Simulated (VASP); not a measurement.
# GaP (ordered beta-tin type) (I-4m2) in VASP: a series of runs

Runs on GaP (ordered beta-tin type). Level: PBE. Tasks: single point.

Program: VASP 6.6.1. These are calculated values, not measurements. Logs are shortened: lines on timing, memory, paths and dates and some standing lists are left out, and cuts for length are marked.

**1. The cell of the first run**

It takes space group I-4m2 (No. 119, tetragonal). The conventional cell has a = 4.692 Å, b = 4.692 Å, c = 2.599 Å, α = 90.00°, β = 90.00°, γ = 90.00°. Ga (site symmetry -4m2) has 8 P at 2.43 to 3.05 Å and 2 Ga at 2.60 Å within 3.2 Å. P (site symmetry -4m2) has 8 Ga at 2.43 to 3.05 Å and 2 P at 2.60 Å within 3.2 Å.

**2. Single point, PBE**

The input, INCAR:

```
SYSTEM = GaP
PREC = Accurate
ENCUT = 500
EDIFF = 1E-6
ISMEAR = 0
SIGMA = 0.1
LREAL = .False.
LASPH = .True.
NELM = 120
ALGO = Normal
ISIF = 2
LWAVE = .False.
LCHARG = .False.
GGA = PE
NBANDS = 16
GGA_COMPAT = .False.
```

The input, KPOINTS:

```
Automatic mesh
0
Gamma
  16 16 16
  0 0 0
```

The input, POSCAR:

```
GaP
1.0
   -2.3459711384      2.3459711384      1.2995900655
    2.3459711384     -2.3459711384      1.2995900655
    2.3459711384      2.3459711384     -1.2995900655
Ga P
1 1
Direct
    0.0000000000      0.0000000000      0.0000000000
    0.7500000000      0.2500000000      0.5000000000
```

Potentials or basis: VASP PAW PBE potentials, release 64 (Ga_d, P).

Run with:

```console
> cat potpaw_PBE.64/Ga_d/POTCAR potpaw_PBE.64/P/POTCAR > POTCAR
> mpirun -np 1 vasp_std > vasp.out
```

OUTCAR:

```text
SYSTEM = GaP
   PREC = Accurate
   ENCUT = 500
   EDIFF = 1E-6
   ISMEAR = 0
   LREAL = .False.
   LASPH = .True.
   NELM = 120
   ISIF = 2
   GGA = PE

 ion  position               nearest neighbor table
   1  0.000  0.000  0.000-   2 2.43   2 2.43   2 2.43   2 2.43
   2  0.750  0.250  0.500-   1 2.43   1 2.43   1 2.43   1 2.43

  LATTYP: Found a body centered tetragonal cell.
 ALAT       =     4.6919422768
 C/A-ratio  =     0.5539667749

  Lattice vectors:

 A1 = (  -2.3459711384,   2.3459711384,   1.2995900655)
 A2 = (   2.3459711384,  -2.3459711384,   1.2995900655)
 A3 = (   2.3459711384,   2.3459711384,  -1.2995900655)

Analysis of symmetry for initial positions (statically):
=====================================================================
 Subroutine PRICEL returns:
 Original cell was already a primitive cell.

 Routine SETGRP: Setting up the symmetry group for a
 body centered tetragonal supercell.

 Subroutine GETGRP returns: Found  8 space group operations
 (whereof  8 operations were pure point group operations)
 out of a pool of 16 trial point group operations.

The static configuration has the point symmetry D_2d.

Analysis of symmetry for dynamics (positions and initial velocities):
=====================================================================
 Subroutine PRICEL returns:
 Original cell was already a primitive cell.

 Routine SETGRP: Setting up the symmetry group for a
 body centered tetragonal supercell.

 Subroutine GETGRP returns: Found  8 space group operations
 (whereof  8 operations were pure point group operations)
 out of a pool of 16 trial point group operations.

The dynamic configuration has the point symmetry D_2d.

 Subroutine INISYM returns: Found  8 space group operations
 (whereof  8 operations are pure point group operations),
 and found     1 'primitive' translations

----------------------------------------------------------------------------------------

                                     Primitive cell

  volume of cell :      28.6096

  direct lattice vectors                    reciprocal lattice vectors
    -2.345971138  2.345971138  1.299590065     0.000000000  0.213131352  0.384736705
     2.345971138 -2.345971138  1.299590065     0.213131352  0.000000000  0.384736705
     2.345971138  2.345971138 -1.299590065     0.213131352  0.213131352  0.000000000

  length of vectors
     3.563158080  3.563158080  3.563158080     0.439826449  0.439826449  0.301413248

  position of ions in fractional coordinates (direct lattice)
[... 79 lines left out ...]
   EDIFF  = 0.1E-05   stopping-criterion for ELM
   LREAL  =      F    real-space projection
   EDIFFG = 0.1E-04   stopping-criterion for IOM
   NSW    =      0    number of steps for IOM
   IBRION =     -1    ionic relax: 0-MD 1-quasi-New 2-CG
   NFREE  =      0    steps in history (QN), initial steepest desc. (CG)
   ISIF   =      2    stress and relaxation
   ISYM   =      2    0-nonsym 1-usesym 2-fastsym
   POTIM  = 0.5000    time-step for ionic-motion
   TEBEG  =    0.0;   TEEND  =   0.0 temperature during run
   PSTRESS=    0.0 pullay stress
   NELECT =      18.0000    total number of electrons
   NUPDOWN=      -1.0000    fix difference up-down
   EMIN   =  10.00;   EMAX   =-10.00  energy-range for DOS
   EFERMI =   0.00;   METHOD = LEGACY
   ISMEAR =     0;   SIGMA  =   0.10  broadening in eV -4-tet -1-fermi 0-gaus
   EFERMI_NEDOS =   21; number of points for ismear=-14 and -15
   IALGO  =     38    algorithm
   IMIX   =      4    mixing-type and parameters
     AMIX     =   0.40;   BMIX     =  1.00
     AMIX_MAG =   1.60;   BMIX_MAG =  1.00
  volume/ion in A,a.u.               =      14.30        96.53
  Fermi-wavevector in a.u.,A,eV,Ry     =   1.402798  2.650904 26.774114  1.967842
  Thomas-Fermi vector in A             =   2.525524
   LORBIT       =      0    0 simple, 1 ext, 2 COOP (PROOUT), +10 PAW based schemes
   GGA     = PE    functional components
   LHFCALC =     F    Hartree Fock is set to
   AEXX    =    0.0000 exact exchange contribution
   IVDW    =     0    specifies the selected vdW correction
   LEPSILON=     F    determine dielectric tensor
   LRPA    =     F    only Hartree local field effects (RPA)
 non-spin polarized calculation
 Gauss-broadening in eV      SIGMA  =   0.10
  energy-cutoff  :      500.00
  volume of cell :       28.61
 maximum number of plane-waves:       747
 NGX is ok and might be reduce to    28
   NGX = 13   NGY = 13   NGZ = 13

 number of electron      18.0000005 magnetization

 Free energy of the ion-electron system (eV)
  ---------------------------------------------------
  ext. energy  EPLUGINS =         0.00000000
  ---------------------------------------------------
  free energy    TOTEN  =        -7.93321315 eV

  energy without entropy =       -7.93061237  energy(sigma->0) =       -7.93191276

 E-fermi :   9.1653     XC(G=0): -11.9150

 val. band max:        9.1504676770   @ k =  -0.4375   0.4375   0.1250
 cond. band min:       9.1713972263   @ k =  -0.1875  -0.2500   0.1875
 fundamental gap:      0.0209295493
 Fermi energy:         9.1653320257

 k-point     1 :       0.0000    0.0000    0.0000
  band No.  band energies     occupation
      1      -6.4851      2.00000
      2      -6.1130      2.00000
      3      -6.0730      2.00000
      4      -6.0718      2.00000
      5      -5.9211      2.00000
      6      -5.9211      2.00000
[... 433 lines left out ...]
      3      -6.0748      2.00000
      4      -6.0408      2.00000
      5      -5.9201      2.00000
      6      -5.9178      2.00000
[... 8 lines left out ...]
     15      20.6941      0.00000
     16      22.8604      0.00000

 [... further k-points ...]

------------------------ aborting loop because EDIFF is reached ----------------------------------------

  FORCE on cell =-STRESS in cart. coord.  units (eV):
  Direction    XX          YY          ZZ          XY          YZ          ZX
  --------------------------------------------------------------------------------------
  -------------------------------------------------------------------------------------
  Total        3.2239113      3.2239113      3.2162793      0.0000000     -0.0000000      0.0000000
  in kB      180.5435435    180.5435435    180.1161418      0.0000000     -0.0000000      0.0000000
  external PRESSURE =     180.4010762 kB  Pullay stress =       0.0000000 kB

 VOLUME and BASIS-vectors are now :
 -----------------------------------------------------------------------------
  energy-cutoff  :      500.00
  volume of cell :       28.61
      direct lattice vectors                 reciprocal lattice vectors
    -2.345971138  2.345971138  1.299590065     0.000000000  0.213131352  0.384736705
     2.345971138 -2.345971138  1.299590065     0.213131352  0.000000000  0.384736705
     2.345971138  2.345971138 -1.299590065     0.213131352  0.213131352  0.000000000

 POSITION                                       TOTAL-FORCE (eV/Angst)
 -----------------------------------------------------------------------------------
      0.00000      0.00000      0.00000        -0.000000      0.000000      0.000000
     -0.00000      2.34597      0.64980         0.000000     -0.000000     -0.000000
 -----------------------------------------------------------------------------------
    total drift:                                0.000000     -0.000000      0.000000

  FREE ENERGIE OF THE ION-ELECTRON SYSTEM (eV)
  ---------------------------------------------------
  free  energy   TOTEN  =        -7.9332131483 eV

  energy  without entropy=       -7.9306123749  energy(sigma->0) =       -7.93191276
```

OSZICAR:

```text
N       E                     dE             d eps       ncg     rms          rms(c)
DAV:   1     0.727420425105E+02    0.72742E+02   -0.87824E+03 12200   0.179E+03
DAV:   2    -0.338830452788E+01   -0.76130E+02   -0.72466E+02 12584   0.303E+02
DAV:   3    -0.798864816975E+01   -0.46003E+01   -0.45723E+01 13872   0.584E+01
DAV:   4    -0.804134696585E+01   -0.52699E-01   -0.52688E-01 13696   0.641E+00
DAV:   5    -0.804222363214E+01   -0.87667E-03   -0.87660E-03 14584   0.773E-01    0.467E+00
DAV:   6    -0.794320386037E+01    0.99020E-01   -0.17232E-01 16104   0.107E+01    0.283E+00
DAV:   7    -0.793424879521E+01    0.89551E-02   -0.31509E-02 17440   0.186E+00    0.913E-01
DAV:   8    -0.793321337487E+01    0.10354E-02   -0.40356E-03 15568   0.905E-01    0.102E-01
DAV:   9    -0.793321649133E+01   -0.31165E-05   -0.40130E-04 15832   0.320E-01    0.895E-02
DAV:  10    -0.793321140573E+01    0.50856E-05   -0.22627E-05 14312   0.409E-02    0.371E-02
DAV:  11    -0.793321333641E+01   -0.19307E-05   -0.75174E-06 17328   0.443E-02    0.888E-03
DAV:  12    -0.793321314832E+01    0.18808E-06   -0.63320E-07  8736   0.778E-03
   1 F= -.79332131E+01 E0= -.79319128E+01  d E =-.260077E-02
```

stdout:

```text
POSCAR found type information on POSCAR GaP
 POSCAR found :  2 types and       2 ions
 scaLAPACK will be used
 LDA part: xc-table for (Slater+PW92), standard interpolation
 POSCAR, INCAR and KPOINTS ok, starting setup
 FFT: planning ... GRIDC
 FFT: planning ... GRID_SOFT
 FFT: planning ... GRID
 WAVECAR not read
 entering main loop
```

It took 5.3 min on 1 thread of AMD EPYC 7R13, shared host; peak memory 0.25 GiB.

What came out:

```yaml
Free_energy: -7.9332 eV
Pressure: 18.0 GPa
Band_gap_on_the_k_mesh: zero (bands 9 and 10 overlap by 6.17 eV)
```

Caveat: the cell stands under pressure.

**3. Single point, PBE**

This run uses another cell than the first one, of 14.91 Å³/atom.

The input, INCAR:

```
SYSTEM = GaP
PREC = Accurate
ENCUT = 500
EDIFF = 1E-6
ISMEAR = 0
SIGMA = 0.1
LREAL = .FALSE.
LASPH = .TRUE.
NELM = 120
ALGO = Normal
ISIF = 2
LWAVE = .FALSE.
LCHARG = .FALSE.
GGA = PE
NBANDS = 16
GGA_COMPAT = .FALSE.
```

The input, KPOINTS:

```
Automatic mesh
0
G
  16 16 16
  0 0 0
```

The input, POSCAR:

```
GaP
1.0
   -2.3738385433      2.3738385433      1.3232275919
    2.3738385433     -2.3738385433      1.3232275919
    2.3738385433      2.3738385433     -1.3232275919
Ga P
1 1
Direct
    0.0000000000      0.0000000000      0.0000000000
    0.7500000000      0.2500000000      0.5000000000
```

Potentials or basis: VASP PAW PBE potentials, release 64 (Ga_d, P).

Run with:

```console
> cat potpaw_PBE.64/Ga_d/POTCAR potpaw_PBE.64/P/POTCAR > POTCAR
> mpirun -np 1 vasp_std > vasp.out
```

Run time: 4.4 min. Hardware: 1 thread of AMD EPYC 7R13, shared host; peak memory 0.25 GiB.

The run converged. Its results:

- Free energy: -8.0470 eV
- Pressure: 12.0 GPa
- Band gap on the k mesh: zero (bands 9 and 10 overlap by 5.99 eV)

Levels at points of the mesh, in eV from the Fermi level:
```tsv
k point	band 5	band 6	band 7	band 8	band 9	band 10	band 11	band 12	band 13	band 14
(0.00, 0.00, 0.00)	-15.04	-14.86	-3.02	-3.02	-2.42	2.99	5.47	9.48	9.48	10.32
(0.50, 0.00, 0.00)	-14.97	-9.38	-7.05	-2.64	-2.19	-1.36	2.16	4.55	6.53	10.07
(0.50, 0.50, 0.00)	-15.01	-12.80	-10.17	-0.88	2.07	2.35	3.42	4.94	9.32	11.16
(0.50, 0.50, 0.50)	-15.02	-10.70	-7.06	-7.06	-6.80	4.16	6.53	12.43	12.43	14.86
```

Caveat: the cell stands under pressure.
